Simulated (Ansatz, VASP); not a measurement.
One calculation of BaLaB3, two programs

File POSCAR:

```
BaLaB3
1.0
    0.0000000000      4.2288040000      0.0000000000
    4.2288040000      0.0000000000      0.0000000000
    2.1144020000      2.1144020000     -4.8578900000
Ba B La
1 3 1
Direct
    0.0000000000      0.0000000000      0.0000000000
    0.7599000000      0.7599000000      0.4802000000
    0.6088000000      0.1088000000      0.7824000000
    0.1088000000      0.6088000000      0.7824000000
    0.3455000000      0.3455000000      0.3090000000
```

The input INCAR.step1:

```
PREC     = Accurate       # precision mode
ENCUT    = 550            # plane-wave cutoff, eV
ISMEAR   = -1             # smearing method
SIGMA    = 0.0101         # smearing width, eV
LREAL    = False          # projectors in reciprocal space
LASPH    = True           # aspherical terms in the spheres
NELM     = 200            # most SCF steps
LMAXMIX  = 6              # l up to which the mixer works
LDAU     = True           # DFT+U
LDAUTYPE = 2            
LDAUL    = -1 -1 2        # shell
LDAUU    = 0 0 1.97       # U, eV
LDAUJ    = 0 0 0        
NBANDS   = 23             # bands
GGA      = PE             # functional
ALGO     = Normal         # electronic algorithm
EDIFF    = 1E-5           # SCF threshold, eV
LWAVE    = True           # write WAVECAR
LCHARG   = False          # write CHGCAR
GGA_COMPAT= False
```

INCAR.step2

```
PREC     = Accurate       # precision mode
ENCUT    = 550            # plane-wave cutoff, eV
EDIFF    = 1E-6           # SCF threshold, eV
ISMEAR   = -1             # smearing method
SIGMA    = 0.0101         # smearing width, eV
LREAL    = False          # projectors in reciprocal space
LASPH    = True           # aspherical terms in the spheres
NELM     = 200            # most SCF steps
ALGO     = Normal         # electronic algorithm
ISIF     = 2              # what is computed and relaxed
LWAVE    = False          # write WAVECAR
LCHARG   = False          # write CHGCAR
LMAXMIX  = 6              # l up to which the mixer works
LDAU     = True           # DFT+U
LDAUTYPE = 2            
LDAUL    = -1 -1 2        # shell
LDAUU    = 0 0 1.97       # U, eV
LDAUJ    = 0 0 0        
LDAUPRINT= 1            
METAGGA  = R2SCAN         # meta-GGA
LMIXTAU  = True         
NBANDS   = 23             # bands
ISTART   = 1            
GGA_COMPAT= False
```

KPOINTS

```
Automatic mesh
0
Gamma
  7 7 7
```

Input for Ansatz:

```yaml
crystal:
  lattice:
    - [0.0, 4.228804, 0.0]
    - [4.228804, 0.0, 0.0]
    - [2.114402, 2.114402, -4.85789]
  atoms:
    - { symbol: Ba, position: [0.0, 0.0, 0.0] }
    - { symbol: B, position: [0.7599, 0.7599, 0.4802] }
    - { symbol: B, position: [0.6088, 0.1088, 0.7824] }
    - { symbol: B, position: [0.1088, 0.6088, 0.7824] }
    - { symbol: La, position: [0.3455, 0.3455, 0.309] }
  symmetry: { tolerance: 0.0003 }
kpoints:
  mp_grid: { grid: [7, 7, 7], shift: [0, 0, 0] }
  band_path:
    path:
      - [0.0, 0.0, 0.0]
      - [0.5, 0.5, 0.5]
      - [0.5, 0.5, 0.75]
      - [0.5, 0.0, 0.5]
      - [0.0, 0.0, 0.0]
      - [0.0, 0.0, 0.5]
      - [0.40527824, 0.0, 0.70263912]
      - [0.59472176, 0.0, 0.29736088]
      - [0.0, 0.0, 0.0]
      - [0.5, 0.5, 0.5]
      - [0.59472176, 0.40527824, 0.5]
    npoints: 6
magnetization:
  spin_polarized: false
scf:
  occupations: { method: fermi_dirac, width: 0.0101 }
  lower_state_search: "off"
  max_iter: 200
hamiltonian:
  pseudopotentials: { kind: paw }
  xc: r2scan
  hubbard:
    projectors: all-electron-ortho-atomic
    sites: [{ species: La, l: d, u_eff: 1.97 }]
basis:
  ecutwfc: 500
  fft_grid_basis: typed
output:
  forces: true
  stress: true
  eigenvalues: true
  bader: true
  populations: true
  elf: true
  write_potential: true
  volumetric_format: npy
  dos:
    e_range: [-12, 8]
    de: 0.05
    projected: { site_lists: { B: [B], Ba: [Ba], La: [La] } }
checkpoint:
  read: saved_state
```

Alike in both runs: task single point; functional r2SCAN; k mesh 7 × 7 × 7; occupations fermi-dirac, width 0.0101 eV; no spin polarisation; Hubbard terms La d U = 1.97 eV.

|  | VASP | Ansatz |
| --- | --- | --- |
| version | VASP 6.6.1 | Ansatz 0.2.0 |
| potentials or method | VASP PAW PBE potentials, release 64 (Ba_sv, B, La), cutoff 550 eV | PAW plane waves |
| valence electrons in the cell | 30 | 30 |

```tsv
	VASP	Ansatz	Ansatz less VASP
pressure (GPa)	12.7	10.5	-2.17
traceless stress, the component that is largest in VASP (GPa)	-0.01	-0.59	-0.573
rms of the force components (eV/Å)	1.424	1.306	-0.1180
```

VASP's potentials were made for PBE, not for r2SCAN. The programs project onto different local orbitals, so the same U acts differently, and such runs can settle in different states. Atom by atom the forces differ by 0.138 eV/Å (rms over components). Ansatz's warnings: filled band counts differ across k points.

Spin-orbit coupling is off throughout.
